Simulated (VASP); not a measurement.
Runs of VASP 6.6.1 on CaSe. The structure is that of space group Fm-3m (No. 225), or close to it. The cells are those of the table. 

```tsv
cell	k mesh	smearing	gap on the mesh (eV)	pressure (GPa)
a = 4.197 Å, angles 60.0°, 2 atoms	8 × 8 × 8	fermi-dirac 0.02 eV	2.05	0.7
a = 4.197 Å, angles 60.0°, 2 atoms	4 × 4 × 4	gaussian 0.01 eV	2.04	0.9
a = 4.181 Å, angles 62.3°, 2 atoms	4 × 4 × 4	gaussian 0.01 eV	1.94	-1.0
a = 4.183, b = 4.183, c = 4.155 Å, angles 60.2, 60.2, 59.6°, 2 atoms	4 × 4 × 4	gaussian 0.01 eV	(b)	1.8
a = 4.176, b = 4.176, c = 4.134 Å, angles 60.3, 60.3, 59.3°, 2 atoms	8 × 8 × 8	fermi-dirac 0.02 eV	1.98	2.1
a = 4.183, b = 4.183, c = 4.155 Å, angles 60.2, 60.2, 59.6°, 2 atoms	8 × 8 × 8	fermi-dirac 0.02 eV	2.00	1.6
a = 4.228, b = 4.228, c = 4.197 Å, angles 60.2, 60.2, 59.5°, 2 atoms	4 × 4 × 4	gaussian 0.01 eV	2.07	0.1
a = 4.176, b = 4.176, c = 4.134 Å, angles 60.3, 60.3, 59.3°, 2 atoms	4 × 4 × 4	gaussian 0.01 eV	(a)	2.3
```

Alike in all rows: task single point; level PBE; potentials or basis VASP PAW PBE potentials, release 64 (Ca_sv, Se); no spin polarisation; cutoff (eV) 520.

**Question.** Fill in the values left out.

**Answer.** (a) 1.97; (b) 1.99.

Caveats: some runs use coarse meshes.

A k mesh can miss the band edges, and the runs leave out spin-orbit coupling on Se.
